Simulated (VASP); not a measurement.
K3Hg:

```
K Hg
1.0
     0.00000    4.57719    4.57719
     4.57719    0.00000    4.57719
     4.57719    4.57719    0.00000
K Hg
3 1
Direct
  0.25000 0.25000 0.25000
  0.75000 0.75000 0.75000
  0.50000 0.50000 0.50000
  0.00000 0.00000 0.00000
```

Base run:

* Program: VASP 6.6.1
* Functional: PBEsol
* Potentials or basis: VASP PAW PBE potentials, release 64 (K_sv, Hg)
* Cutoff: 520 eV
* k mesh: 5 × 5 × 5
* Occupations: methfessel-paxton, width 0.15 eV
* Spin: no spin polarisation

Its results: pressure -0.2 GPa.

Question: The run is repeated on the same cell with these changes: k mesh from 5 × 5 × 5 to 2 × 2 × 2. What comes out?

Answer: Pressure 0.6 GPa.

Caveats: some runs use coarse meshes; the PAW data sets were made with another functional, which shifts forces and pressure a little.
